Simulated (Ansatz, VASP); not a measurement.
## Ge: VASP beside Ansatz

Contents of INCAR:

```
  ALGO = Normal
  EDIFF = 1E-6
  ENCUT = 520
  GGA = CA
  ISIF = 2
  ISMEAR = 0
  KPAR = 4
  LASPH = T
  LCHARG = F
  LREAL = F
  LWAVE = F
  NBANDS = 66
  NELM = 80
  PREC = Accurate
  SIGMA = 0.15
```

File KPOINTS:

```
k-points
0
Gamma
  9 9 9
```

File POSCAR:

```
Ge
1.0
    4.9777000000      2.8738764349      2.1684000000
   -4.9777000000      2.8738764349      2.1684000000
    0.0000000000     -5.7477528699      2.1684000000
Ge
8
Direct
    0.7160372198      0.7160372198      0.7160372198
    0.2839627802      0.2839627802      0.2839627802
    0.0289443365      0.7253625346      0.5322921793
    0.5322921793      0.0289443365      0.7253625346
    0.7253625346      0.5322921793      0.0289443365
    0.9710556635      0.2746374654      0.4677078207
    0.4677078207      0.9710556635      0.2746374654
    0.2746374654      0.4677078207      0.9710556635
```

Input for Ansatz:

```yaml
crystal:
  lattice:
    - [4.9777, 2.8738764349, 2.1684]
    - [-4.9777, 2.8738764349, 2.1684]
    - [0.0, -5.7477528699, 2.1684]
  atoms:
    - { symbol: Ge, position: [0.7160372198, 0.7160372198, 0.7160372198] }
    - { symbol: Ge, position: [0.2839627802, 0.2839627802, 0.2839627802] }
    - { symbol: Ge, position: [0.0289443365, 0.7253625346, 0.5322921793] }
    - { symbol: Ge, position: [0.5322921793, 0.0289443365, 0.7253625346] }
    - { symbol: Ge, position: [0.7253625346, 0.5322921793, 0.0289443365] }
    - { symbol: Ge, position: [0.9710556635, 0.2746374654, 0.4677078207] }
    - { symbol: Ge, position: [0.4677078207, 0.9710556635, 0.2746374654] }
    - { symbol: Ge, position: [0.2746374654, 0.4677078207, 0.9710556635] }
basis:
  ecutwfc: 420
kpoints:
  mp_grid: { grid: [9, 9, 9] }
hamiltonian:
  xc: lda
  pseudopotentials: { kind: paw, azcp: { folder: soft_1 } }
scf:
  occupations: { method: gaussian, width: 0.15 }
output:
  forces: true
  stress: true
  eigenvalues: true
```

Alike in both runs: task single point; functional LDA; k mesh 9 × 9 × 9; occupations gaussian, width 0.15 eV; no spin polarisation.

|  | VASP | Ansatz |
| --- | --- | --- |
| version | VASP 6.6.1 | Ansatz 0.2.0 |
| potentials or method | VASP PAW LDA potentials, release 64 (Ge_d), cutoff 520 eV | scalar-relativistic, plane waves, PAW |
| valence electrons in the cell | 112 | 112 |

```csv
,VASP,Ansatz,Ansatz less VASP
gap on the k mesh at the Fermi level (eV),none,none,-
pressure (GPa),-7.4,-7.5,-0.04
"traceless stress, the component that is largest in VASP (GPa)",-5.08,-5.04,+0.050
rms of the force components (eV/Å),0.276,0.276,-0.0004
```

Ansatz warns that its potentials were made for another functional, while VASP's fit it. LDA's correlation is that of Perdew and Zunger in VASP and of Perdew and Wang (1992) in Ansatz. Atom by atom the forces differ by 0.004 eV/Å (rms over components). A gap of «none» marks a metal or a gap that the smearing closes.
